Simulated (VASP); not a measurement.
# Au (I4/mmm) in VASP: notebook, part 2 of 2

VASP 6.6.1. Earlier steps stand in the parts before.

## 3. Single point, PBE (strain +0.080 along x and y, +0.000 along z)

Input file INCAR:

```
PREC = Accurate
ENCUT = 520
EDIFF = 1E-6
ISMEAR = 0
SIGMA = 0.15
LREAL = False
LASPH = True
NELM = 60
ALGO = Fast
ISIF = 2
LWAVE = False
LCHARG = True
GGA = PE
LELF = True
LVHAR = True
NBANDS = 12
```

Input file KPOINTS:

```
regular mesh
0
Gamma
  20 20 20
```

Input file POSCAR:

```
Au
1.0
    0.0000000000      2.2091400000      2.0455000000
    2.2091400000      0.0000000000      2.0455000000
    2.2091400000      2.2091400000      0.0000000000
Au
1
Direct
    0.0000000000      0.0000000000      0.0000000000
```

Potentials or basis: VASP PAW PBE potentials, release 64 (Au).

The run is started by

```
$ cat potpaw_PBE.64/Au/POTCAR > POTCAR
$ mpirun -np 1 vasp_std > vasp.out
```

OUTCAR:

```text
PREC = Accurate
   ENCUT = 520
   EDIFF = 1E-6
   ISMEAR = 0
   LREAL = False
   LASPH = True
   NELM = 60
   ISIF = 2
   GGA = PE

 ion  position               nearest neighbor table
   1  0.000  0.000  0.000-

  LATTYP: Found a body centered tetragonal cell.
 ALAT       =     3.1241957492
 C/A-ratio  =     1.3094570022

  Lattice vectors:

 A1 = (   0.0000000000,  -2.2091400000,  -2.0455000000)
 A2 = (   0.0000000000,   2.2091400000,  -2.0455000000)
 A3 = (   2.2091400000,   0.0000000000,   2.0455000000)

Analysis of symmetry for initial positions (statically):
=====================================================================
 Subroutine PRICEL returns:
 Original cell was already a primitive cell.

 Routine SETGRP: Setting up the symmetry group for a
 body centered tetragonal supercell.

 Subroutine GETGRP returns: Found 16 space group operations
 (whereof 16 operations were pure point group operations)
 out of a pool of 16 trial point group operations.

The static configuration has the point symmetry D_4h.

[... 167 lines left out ...]
  band No.  band energies     occupation
      1      -1.2442      2.00000
      2       2.9722      2.00000
      3       2.9722      2.00000
      4       3.4696      2.00000
      5       3.9758      2.00000
      6       4.5033      2.00000
      7      21.7565      0.00000
      8      24.5024      0.00000
      9      24.5024      0.00000
     10      25.3157      0.00000
     11      29.2921      0.00000
     12      31.6792      0.00000
[... 331 lines left out ...]
 k-point    24 :      -0.3500    0.0500    0.0000
  band No.  band energies     occupation
      1       1.0463      2.00000
      2       2.9925      2.00000
      3       3.4154      2.00000
      4       4.1527      2.00000
      5       4.8098      2.00000
      6       5.1201      2.00000
      7      13.0326      0.00000
      8      21.5002      0.00000
      9      23.5372      0.00000
     10      23.5936      0.00000
     11      28.3602      0.00000
     12      28.5475      0.00000

 [... further k-points ...]

------------------------ aborting loop because EDIFF is reached ----------------------------------------

  FORCE on cell =-STRESS in cart. coord.  units (eV):
  Direction    XX          YY          ZZ          XY          YZ          ZX
  --------------------------------------------------------------------------------------
  -------------------------------------------------------------------------------------
  Total       -1.3658684     -1.3658684     -1.2661419      0.0000000      0.0000000      0.0000000
  in kB     -109.6083090   -109.6083090   -101.6054467      0.0000000      0.0000000      0.0000000
  external PRESSURE =    -106.9406882 kB  Pullay stress =       0.0000000 kB

 VOLUME and BASIS-vectors are now :
 -----------------------------------------------------------------------------
  energy-cutoff  :      520.00
  volume of cell :       19.97
      direct lattice vectors                 reciprocal lattice vectors
     0.000000000  2.209140000  2.045500000    -0.226332419  0.226332419  0.244439012
     2.209140000  0.000000000  2.045500000     0.226332419 -0.226332419  0.244439012
     2.209140000  2.209140000  0.000000000     0.226332419  0.226332419 -0.244439012

 POSITION                                       TOTAL-FORCE (eV/Angst)
 -----------------------------------------------------------------------------------
      0.00000      0.00000      0.00000         0.000000      0.000000      0.000000
 -----------------------------------------------------------------------------------
    total drift:                               -0.000000      0.000000     -0.000000

  FREE ENERGIE OF THE ION-ELECTRON SYSTEM (eV)
  ---------------------------------------------------
  free  energy   TOTEN  =        -3.1431084405 eV

  energy  without entropy=       -3.1392324008  energy(sigma->0) =       -3.14117042
```

OSZICAR:

```text
N       E                     dE             d eps       ncg     rms          rms(c)
DAV:   1     0.483200825455E+02    0.48320E+02   -0.54525E+03 16056   0.799E+02
DAV:   2    -0.270951242530E+01   -0.51030E+02   -0.47981E+02 17876   0.179E+02
DAV:   3    -0.338751243415E+01   -0.67800E+00   -0.67727E+00 18520   0.200E+01
DAV:   4    -0.339000153710E+01   -0.24891E-02   -0.24890E-02 18068   0.141E+00
DAV:   5    -0.339002286728E+01   -0.21330E-04   -0.21330E-04 18768   0.127E-01    0.577E+00
RMM:   6    -0.315312896832E+01    0.23689E+00   -0.33312E-01 15421   0.470E+00    0.399E+00
RMM:   7    -0.314419973242E+01    0.89292E-02   -0.24288E-02 16506   0.146E+00    0.233E+00
RMM:   8    -0.314318131987E+01    0.10184E-02   -0.19121E-03 16796   0.354E-01    0.334E-01
RMM:   9    -0.314310146503E+01    0.79855E-04   -0.36966E-04 17595   0.160E-01    0.855E-02
RMM:  10    -0.314310785238E+01   -0.63874E-05   -0.45240E-05 17621   0.517E-02    0.337E-02
RMM:  11    -0.314310844050E+01   -0.58812E-06   -0.92946E-06 16215   0.207E-02
   1 F= -.31431084E+01 E0= -.31411704E+01  d E =-.387604E-02
```

stdout:

```text
POSCAR found type information on POSCAR Au
 POSCAR found :  1 types and       1 ions
 scaLAPACK will be used
 LDA part: xc-table for (Slater+PW92), standard interpolation
 POSCAR, INCAR and KPOINTS ok, starting setup
 FFT: planning ... GRIDC
 FFT: planning ... GRID_SOFT
 FFT: planning ... GRID
 WAVECAR not read
 entering main loop
```

Wall time 63 s (1 thread of Intel Xeon Platinum 8488C (Sapphire Rapids), shared host); peak memory 0.26 GiB.

What came out:

```
Free energy            : -3.1431 eV
Pressure               : -10.7 GPa
Band gap on the k mesh : zero (an odd number of electrons rules out a gap without spin polarisation)
```

Stress tensor (GPa, compression positive):
```
-10.96   0.00   0.00
  0.00 -10.96   0.00
  0.00   0.00 -10.16
```

Levels at points of the mesh, in eV from the Fermi level:
```
           k point  band 3  band 4  band 5  band 6  band 7  band 8  band 9  band 10
(0.00, 0.00, 0.00)   -4.06   -3.56   -3.06   -2.53   14.72   17.47   17.47    18.28
(0.50, 0.00, 0.00)   -3.67   -2.00   -1.73   -0.22    2.35   13.78   15.12    17.13
(0.50, 0.50, 0.00)   -1.90   -1.60   -1.60    2.29    5.65    8.74    8.74    14.87
(0.50, 0.00, 0.50)   -1.94   -1.83   -1.47    1.11    4.14   10.03   10.04    16.08
```

Caveat: the cell differs from its parent crystal (strain +0.080 along x and y, +0.000 along z); the cell stands under tension; spin-orbit coupling is left out, which moves the levels of the heavy elements.

## 4. Single point, PBE (strain -0.080 along x and y, +0.040 along z)

Input file INCAR:

```
PREC = Accurate ; ENCUT = 520
EDIFF = 1E-6 ; ISMEAR = 0
SIGMA = 0.15 ; LREAL = False
LASPH = True ; NELM = 60
ALGO = Fast ; ISIF = 2
LWAVE = False ; LCHARG = False
GGA = PE ; NBANDS = 12
```

KPOINTS is that of step 3.

Input file POSCAR:

```
Au
1.0
    0.0000000000      1.8818600000      2.1273200000
    1.8818600000      0.0000000000      2.1273200000
    1.8818600000      1.8818600000      0.0000000000
Au
1
Direct
    0.0000000000      0.0000000000      0.0000000000
```

The run is started by

```
$ cat potpaw_PBE.64/Au/POTCAR > POTCAR
$ mpirun -np 1 vasp_std > vasp.out
```

Wall time 66 s (1 thread of Intel Xeon Platinum 8488C (Sapphire Rapids), shared host); peak memory 0.23 GiB.

Results (log left out):

```
Free energy            : -2.8820 eV
Pressure               : 42.2 GPa
Band gap on the k mesh : zero (an odd number of electrons rules out a gap without spin polarisation)
```

Stress tensor (GPa, compression positive):
```
46.41  0.00  0.00
 0.00 46.41  0.00
 0.00  0.00 33.82
```

Levels at points of the mesh, in eV from the Fermi level:
```
           k point  band 2  band 3  band 4  band 5  band 6  band 7  band 8  band 9  band 10  band 11
(0.00, 0.00, 0.00)   -6.35   -4.94   -4.94   -4.45   -2.88   14.46   17.18   19.87    19.87    24.54
(0.50, 0.00, 0.00)   -6.13   -4.91   -2.37   -1.88   -1.55    3.88   13.12   17.46    19.40    24.77
(0.50, 0.50, 0.00)   -8.07   -2.03   -1.80   -1.80   -0.78    4.78   11.88   11.88    19.91    22.77
(0.50, 0.00, 0.50)   -7.88   -2.33   -2.33   -1.08    1.46    8.00    9.44    9.95    18.30    20.95
```

Caveat: the cell differs from its parent crystal (strain -0.080 along x and y, +0.040 along z); the cell stands under pressure; spin-orbit coupling is left out, which moves the levels of the heavy elements.

## 5. The runs side by side

```csv
cell,gap on the mesh (eV),pressure (GPa)
"a = 2.956, b = 2.956, c = 3.124 Å, angles 58.1, 58.1, 63.8°, 1 atom",none,-7.3
"a = 3.011, b = 3.011, c = 3.124 Å, angles 58.7, 58.7, 62.5°, 1 atom",none,-10.7
"a = 2.840, b = 2.840, c = 2.661 Å, angles 62.1, 62.1, 55.9°, 1 atom",none,42.2
```

Alike in all rows: task single point; level PBE; potentials or basis VASP PAW PBE potentials, release 64 (Au); no spin polarisation; k mesh 20 × 20 × 20; cutoff (eV) 520; smearing gaussian 0.15 eV.

Caveats: spin-orbit coupling is left out, which moves the levels of the heavy elements; the cell stands under tension (at least some runs); the cell stands under pressure (at least some runs).

Absolute energies hang on the potentials; compare differences alone.
